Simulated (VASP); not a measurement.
# Y in VASP: notebook

Runs on Y. Level: PBE. Tasks: single point, relaxation of cell and atoms.

Program: VASP 6.6.1. These are calculated values, not measurements. Logs are shortened: lines on timing, memory, paths and dates and some standing lists are left out, and cuts for length are marked.

## 1. The cell of the first run

It takes space group C2/m (No. 12, monoclinic). Conventional cell: a = 5.013 Å, b = 5.139 Å, c = 3.545 Å, α = 90.00°, β = 134.82°, γ = 90.00°. Y (site symmetry 2/m) has 12 Y at 3.55 to 3.60 Å within 4.7 Å.

## 2. Single point, PBE

INCAR

```
  PREC = Accurate
  ENCUT = 520
  EDIFF = 1E-7
  ISMEAR = 0
  SIGMA = 0.1
  LREAL = F
  LASPH = T
  NELM = 100
  ALGO = Normal
  ISIF = 2
  LWAVE = F
  LCHARG = F
  GGA = PE
  NBANDS = 24
```

KPOINTS

```
regular mesh
0
Gamma
  4 4 4
```

POSCAR

```
Y
1.0
    5.5824432205     -2.5694872898     -0.6058574501
    5.5824432205      2.5694872898     -0.6058574501
   -0.7382489072      0.0000000000      3.4676270046
Y
3
Direct
    0.6666790973      0.6666790973      0.6669028666
    0.3333209027      0.3333209027      0.3330971334
    0.0000000000      0.0000000000      0.0000000000
```

Potentials or basis: VASP PAW PBE potentials, release 64 (Y_sv).

Launch:

```bash
cat potpaw_PBE.64/Y_sv/POTCAR > POTCAR
mpirun -np 1 vasp_std > vasp.out
```

OUTCAR:

```text
PREC = Accurate
   ENCUT = 520
   EDIFF = 1E-7
   ISMEAR = 0
   LREAL = F
   LASPH = T
   NELM = 100
   ISIF = 2
   GGA = PE

 ion  position               nearest neighbor table
   1  0.667  0.667  0.667-   3 3.56   2 3.56   3 3.59   3 3.59   2 3.59   2 3.59   2 3.59   2 3.59
                             3 3.60   3 3.60
   2  0.333  0.333  0.333-   3 3.56   1 3.56   3 3.59   3 3.59   1 3.59   1 3.59   1 3.59   1 3.59
                             3 3.60   3 3.60
   3  0.000  0.000  0.000-   1 3.56   2 3.56   1 3.59   1 3.59   2 3.59   2 3.59   1 3.60   2 3.60
                             1 3.60   2 3.60

  LATTYP: Found a base centered monoclinic cell.
 ALAT       =    11.2304471077
 B/A-ratio  =     0.4575930531
 C/A-ratio  =     0.3156901740
 COS(beta)  =    -0.3125454915

  Lattice vectors:

 A1 = (   5.5824432205,  -2.5694872898,  -0.6058574501)
 A2 = (   5.5824432205,   2.5694872898,  -0.6058574501)
 A3 = (  -0.7382489072,   0.0000000000,   3.4676270046)

Analysis of symmetry for initial positions (statically):
=====================================================================
 Subroutine PRICEL returns:
 Original cell was already a primitive cell.

 Routine SETGRP: Setting up the symmetry group for a
 base centered monoclinic supercell.

 Subroutine GETGRP returns: Found  4 space group operations
 (whereof  4 operations were pure point group operations)
 out of a pool of  4 trial point group operations.

The static configuration has the point symmetry C_2h.

Analysis of symmetry for dynamics (positions and initial velocities):
=====================================================================
 Subroutine PRICEL returns:
 Original cell was already a primitive cell.

 Routine SETGRP: Setting up the symmetry group for a
 base centered monoclinic supercell.

 Subroutine GETGRP returns: Found  4 space group operations
 (whereof  4 operations were pure point group operations)
 out of a pool of  4 trial point group operations.

The dynamic configuration has the point symmetry C_2h.

 Subroutine INISYM returns: Found  4 space group operations
 (whereof  4 operations are pure point group operations),
 and found     1 'primitive' translations

----------------------------------------------------------------------------------------

                                     Primitive cell

  volume of cell :      97.1809

  direct lattice vectors                    reciprocal lattice vectors
     5.582443221 -2.569487290 -0.605857450     0.091684950 -0.194591350  0.019519491
     5.582443221  2.569487290 -0.605857450     0.091684950  0.194591350  0.019519491
    -0.738248907  0.000000000  3.467627005     0.032038054  0.000000000  0.295202470

  length of vectors
     6.175192345  6.175192345  3.545341802     0.215992903  0.215992903  0.296935911

  position of ions in fractional coordinates (direct lattice)
     0.666679097  0.666679097  0.666902867
     0.333320903  0.333320903  0.333097133
     0.000000000  0.000000000  0.000000000

  ion indices of the primitive-cell ions
   primitive index   ion index
                 1           1
                 2           2
                 3           3

----------------------------------------------------------------------------------------

 KPOINTS: regular mesh

Automatic generation of k-mesh.
 Grid dimensions read from file:
 generate k-points for:    4    4    4

 Generating k-lattice:

  Cartesian coordinates                     Fractional coordinates (reciprocal lattice)
     0.022921238 -0.048647837  0.004879873     0.250000000  0.000000000  0.000000000
     0.022921238  0.048647837  0.004879873     0.000000000  0.250000000  0.000000000
     0.008009513  0.000000000  0.073800618     0.000000000  0.000000000  0.250000000

  Length of vectors
     0.053998226  0.053998226  0.074233978

  Shift w.r.t. Gamma in fractional coordinates (k-lattice)
     0.000000000  0.000000000  0.000000000

 Subroutine IBZKPT returns following result:
 ===========================================

 Found     24 irreducible k-points:

 Following reciprocal coordinates:
            Coordinates               Weight
  0.000000  0.000000  0.000000      1.000000
  0.250000  0.000000  0.000000      4.000000
  0.500000  0.000000  0.000000      2.000000
  0.250000  0.250000  0.000000      2.000000
  0.500000  0.250000  0.000000      4.000000
 -0.250000  0.250000  0.000000      2.000000
[... 16 lines left out ...]
 -0.250000  0.250000  0.500000      2.000000
  0.500000  0.500000  0.500000      1.000000
   k-points           NKPTS =     24   k-points in BZ     NKDIM =     24   number of bands    NBANDS=     24
   number of dos      NEDOS =    301   number of ions     NIONS =      3
   total plane-waves  NPLWV =  64512
   dimension x,y,z NGX =    48 NGY =   48 NGZ =   28
   dimension x,y,z NGXF=    96 NGYF=   96 NGZF=   56
   ions per type =               3
   NGX,Y,Z   is equivalent  to a cutoff of  12.92, 12.92, 13.13 a.u.
   NGXF,Y,Z  is equivalent  to a cutoff of  25.84, 25.84, 26.26 a.u.
 SYSTEM =  unknown system
   PREC   = accura    normal or accurate (medium, high low for compatibility)
   ISTART =      0    job   : 0-new  1-cont  2-samecut
   ICHARG =      2    charge: 1-file 2-atom 10-const
   ISPIN  =      1    spin polarized calculation?
   LNONCOLLINEAR =      F non collinear calculations
   LSORBIT =      F    spin-orbit coupling
   LASPH  =      T    aspherical Exc in radial PAW
   ENCUT  =  520.0 eV  38.22 Ry    6.18 a.u.  11.48 11.48  6.59*2*pi/ulx,y,z
   NELM   =    100;   NELMIN=  2; NELMDL= -5     # of ELM steps
   EDIFF  = 0.1E-06   stopping-criterion for ELM
   LREAL  =      F    real-space projection
   EDIFFG = 0.1E-05   stopping-criterion for IOM
   NSW    =      0    number of steps for IOM
   IBRION =     -1    ionic relax: 0-MD 1-quasi-New 2-CG
   NFREE  =      0    steps in history (QN), initial steepest desc. (CG)
   ISIF   =      2    stress and relaxation
   ISYM   =      2    0-nonsym 1-usesym 2-fastsym
   POTIM  = 0.5000    time-step for ionic-motion
   TEBEG  =    0.0;   TEEND  =   0.0 temperature during run
   PSTRESS=    0.0 pullay stress
   NELECT =      33.0000    total number of electrons
   NUPDOWN=      -1.0000    fix difference up-down
   EMIN   =  10.00;   EMAX   =-10.00  energy-range for DOS
   EFERMI =   0.00;   METHOD = LEGACY
   ISMEAR =     0;   SIGMA  =   0.10  broadening in eV -4-tet -1-fermi 0-gaus
   EFERMI_NEDOS =   21; number of points for ismear=-14 and -15
   IALGO  =     38    algorithm
   IMIX   =      4    mixing-type and parameters
     AMIX     =   0.40;   BMIX     =  1.00
     AMIX_MAG =   1.60;   BMIX_MAG =  1.00
  volume/ion in A,a.u.               =      32.39       218.60
  Fermi-wavevector in a.u.,A,eV,Ry     =   1.142140  2.158331 17.748569  1.304483
  Thomas-Fermi vector in A             =   2.278838
   LORBIT       =      0    0 simple, 1 ext, 2 COOP (PROOUT), +10 PAW based schemes
   GGA     = PE    functional components
   LHFCALC =     F    Hartree Fock is set to
   AEXX    =    0.0000 exact exchange contribution
   IVDW    =     0    specifies the selected vdW correction
   LEPSILON=     F    determine dielectric tensor
   LRPA    =     F    only Hartree local field effects (RPA)
 non-spin polarized calculation
 Gauss-broadening in eV      SIGMA  =   0.10
  energy-cutoff  :      520.00
  volume of cell :       97.18
 maximum number of plane-waves:      2634
 NGX is ok and might be reduce to    48

 number of electron      33.0000000 magnetization

 Free energy of the ion-electron system (eV)
  ---------------------------------------------------
  ext. energy  EPLUGINS =         0.00000000
  ---------------------------------------------------
  free energy    TOTEN  =       -19.25348616 eV

  energy without entropy =      -19.23940542  energy(sigma->0) =      -19.24644579

 E-fermi :   3.1596     XC(G=0):  -9.4785

 val. band max:        3.1458685187   @ k =   0.5000   0.2500   0.2500
 cond. band min:       3.2519763487   @ k =   0.2500   0.0000   0.0000
 fundamental gap:      0.1061078300
 Fermi energy:         3.1595978444

 k-point     1 :       0.0000    0.0000    0.0000
  band No.  band energies     occupation
      1     -39.5586      2.00000
      2     -39.4777      2.00000
      3     -39.4777      2.00000
      4     -19.6485      2.00000
      5     -19.6484      2.00000
      6     -19.6257      2.00000
[... 16 lines left out ...]
     23       6.2687      0.00000
     24       6.2689      0.00000

 k-point     2 :       0.2500    0.0000    0.0000
  band No.  band energies     occupation
      1     -39.5437      2.00000
      2     -39.4866      2.00000
      3     -39.4837      2.00000
      4     -19.7749      2.00000
      5     -19.7195      2.00000
      6     -19.4832      2.00000
[... 16 lines left out ...]
     23       5.3533      0.00000
     24       6.1163      0.00000

 k-point     3 :       0.5000    0.0000    0.0000
  band No.  band energies     occupation
      1     -39.5108      2.00000
      2     -39.5107      2.00000
      3     -39.4926      2.00000
      4     -19.8274      2.00000
      5     -19.5992      2.00000
      6     -19.5991      2.00000
[... 16 lines left out ...]
     23       5.7690      0.00000
     24       5.7693      0.00000
[... 514 lines left out ...]
 k-point    23 :      -0.2500    0.2500    0.5000
  band No.  band energies     occupation
      1     -39.4858      2.00000
      2     -39.4858      2.00000
      3     -39.4681      2.00000
      4     -19.7912      2.00000
      5     -19.7912      2.00000
      6     -19.6413      2.00000
[... 16 lines left out ...]
     23       5.0650      0.00000
     24       5.6863      0.00000

 k-point    24 :       0.5000    0.5000    0.5000
  band No.  band energies     occupation
      1     -39.4858      2.00000
      2     -39.4857      2.00000
      3     -39.4687      2.00000
      4     -19.7939      2.00000
      5     -19.6947      2.00000
      6     -19.6947      2.00000
[... 16 lines left out ...]
     23       6.2513      0.00000
     24       7.0923      0.00000

------------------------ aborting loop because EDIFF is reached ----------------------------------------

  FORCE on cell =-STRESS in cart. coord.  units (eV):
  Direction    XX          YY          ZZ          XY          YZ          ZX
  --------------------------------------------------------------------------------------
  -------------------------------------------------------------------------------------
  Total       -0.0607268     -0.0394339      0.0262694      0.0000000      0.0000000     -0.0491304
  in kB       -1.0011748     -0.6501292      0.4330923      0.0000000      0.0000000     -0.8099905
  external PRESSURE =      -0.4060706 kB  Pullay stress =       0.0000000 kB

 VOLUME and BASIS-vectors are now :
 -----------------------------------------------------------------------------
  energy-cutoff  :      520.00
  volume of cell :       97.18
      direct lattice vectors                 reciprocal lattice vectors
     5.582443221 -2.569487290 -0.605857450     0.091684950 -0.194591350  0.019519491
     5.582443221  2.569487290 -0.605857450     0.091684950  0.194591350  0.019519491
    -0.738248907  0.000000000  3.467627005     0.032038054  0.000000000  0.295202470

 POSITION                                       TOTAL-FORCE (eV/Angst)
 -----------------------------------------------------------------------------------
      6.95106      0.00000      1.50475         0.000152      0.000000     -0.002985
      3.47558      0.00000      0.75117        -0.000152      0.000000      0.002985
      0.00000      0.00000      0.00000         0.000000      0.000000      0.000000
 -----------------------------------------------------------------------------------
    total drift:                                0.000000     -0.000000      0.000000

  FREE ENERGIE OF THE ION-ELECTRON SYSTEM (eV)
  ---------------------------------------------------
  free  energy   TOTEN  =       -19.2534861579 eV

  energy  without entropy=      -19.2394054247  energy(sigma->0) =      -19.24644579
```

Wall time 38 s (1 thread of Intel Xeon 6975P-C (Granite Rapids), shared host); peak memory 0.26 GiB.

What came out:

| Property | Result |
| --- | --- |
| Free energy | -19.2535 eV |
| Pressure | 0.0 GPa |

Forces in eV/Å, atoms in the order of the input:
```
Y    0.000  0.000 -0.003
Y    0.000  0.000  0.003
Y    0.000  0.000  0.000
```

Caveat: the k points lie up to 0.47 Å⁻¹ apart.

## 3. Single point, PBE

This run uses another cell than the first one: it holds 1 atom, not 3.

Edit INCAR of step 2 so:

```diff
@@ -2,3 +2,3 @@
   ENCUT = 520
-  EDIFF = 1E-7
+  EDIFF = 1E-6
   ISMEAR = 0
@@ -13,2 +13,2 @@
   GGA = PE
-  NBANDS = 24
+  NBANDS = 12
```

KPOINTS

```
regular mesh
0
Gamma
  6 6 6
```

POSCAR

```
Y
1.0
   -1.7753264112      1.7753264112      2.5694872898
    1.7753264112     -1.7753264112      2.5694872898
    1.7753264112      1.7753264112     -2.5694872898
Y
1
Direct
    0.0000000000      0.0000000000      0.0000000000
```

Potentials or basis: VASP PAW PBE potentials, release 64 (Y_sv).

Launch:

```bash
cat potpaw_PBE.64/Y_sv/POTCAR > POTCAR
mpirun -np 1 vasp_std > vasp.out
```

Wall time 7.5 s (1 thread of Intel Xeon 6975P-C (Granite Rapids), shared host); peak memory 0.17 GiB.

Results (log left out):

```
Free energy : -6.4165 eV
Pressure    : -0.1 GPa
```

Stress tensor (GPa, compression positive):
```
 0.13  0.00  0.00
 0.00  0.13  0.00
 0.00  0.00 -0.45
```

Levels at points of the mesh, in eV from the Fermi level:
```
           k point  band 2  band 3  band 4  band 5  band 6  band 7  band 8  band 9  band 10  band 11
(0.00, 0.00, 0.00)  -22.38  -22.38  -22.38   -4.78    1.65    1.84    1.84    3.65     3.92     8.97
(0.50, 0.00, 0.00)  -22.96  -22.46  -22.45   -2.00    0.61    1.50    1.71    5.19     5.30     7.78
(0.50, 0.50, 0.00)  -22.92  -22.61  -22.58   -1.77   -0.91    2.18    5.25    5.56     5.77     7.63
(0.50, 0.50, 0.50)  -22.91  -22.57  -22.57   -1.80   -0.86    1.89    5.28    5.66     5.66     7.95
```

Caveat: the k points lie up to 0.42 Å⁻¹ apart.

## 4. Relaxation of cell and atoms, PBE

This run uses another cell than the first one: it holds 1 atom, not 3.

INCAR

```
SYSTEM = Y
  PREC = Accurate
  ENCUT = 600
  EDIFF = 1E-6
  ISMEAR = 0
  SIGMA = 0.1
  LREAL = .FALSE.
  LASPH = .TRUE.
  NELM = 100
  ALGO = Normal
  ISIF = 3
  LWAVE = .FALSE.
  LCHARG = .FALSE.
  GGA = PE
  IBRION = 2
  NSW = 90
  EDIFFG = -0.04
```

KPOINTS

```
Automatic mesh
0
G
  6 6 6
  0 0 0
```

POSCAR is that of step 3.

Launch:

```bash
cat potpaw_PBE.64/Y_sv/POTCAR > POTCAR
mpirun -np 1 vasp_std > vasp.out
```

It took 19 s on 1 thread of Intel Xeon 6975P-C (Granite Rapids), shared host; peak memory 0.18 GiB.

Results (log left out):

```
Free energy                            : -6.4174 eV
Relaxed volume                         : 32.25 Å³/atom
Relaxed cell                           : a = 3.574 Å, b = 3.574 Å, c = 3.574 Å, α = 120.08°, β = 120.08°, γ = 89.86°
Space group after relaxing (to 0.05 Å) : Fm-3m (No. 225)
Energy gained by relaxing              : 0.8 meV/atom
Ionic steps                            : 3
Pressure after relaxing                : 0.1 GPa
```

The path:
```csv
step,energy change (eV),largest force (eV/Å),pressure (GPa),volume (Å³)
1,0.0000,0.0000,-0.04,32.39
2,-0.0004,0.0000,-0.01,32.35
3,-0.0008,0.0000,0.11,32.25
```

Final structure:
```
CELL_PARAMETERS angstrom
-1.78499 1.78499 2.53046
1.78499 -1.78499 2.53046
1.78499 1.78499 -2.53046
ATOMIC_POSITIONS crystal
Y 0.00000 0.00000 0.00000
```

Levels at points of the mesh, in eV from the Fermi level:
```
           k point  band 4  band 5  band 6  band 7  band 8  band 9
(0.00, 0.00, 0.00)  -22.36   -4.79    1.77    1.79    1.79    3.80
(0.50, 0.00, 0.00)  -22.44   -2.00    0.62    1.60    1.62    5.27
(0.50, 0.50, 0.00)  -22.57   -1.78   -0.90    2.11    5.29    5.69
(0.50, 0.50, 0.50)  -22.57   -1.79   -0.90    2.08    5.29    5.70
```

Caveat: the k points lie up to 0.41 Å⁻¹ apart in the final cell.

## 5. Summary

```tsv
task	cell	k mesh	cutoff (eV)	gap on the mesh (eV)	pressure (GPa)
single point	a = 6.175, b = 6.175, c = 3.545 Å, angles 106.5, 106.5, 49.2°, 3 atoms	4 × 4 × 4	520	none	0.0
single point	a = 3.592 Å, angles 120.8, 120.8, 88.7°, 1 atom	6 × 6 × 6	520	none	-0.1
relaxation of cell and atoms	relaxed from a = 3.592 Å, angles 120.8, 120.8, 88.7°, 1 atom	6 × 6 × 6	600	none	0.1
```

Alike in all rows: level PBE; potentials or basis VASP PAW PBE potentials, release 64 (Y_sv); no spin polarisation; smearing gaussian 0.1 eV.

Caveats: all runs use coarse meshes.

Total energies depend on the potentials used, so only differences within one code and one set of settings carry meaning.
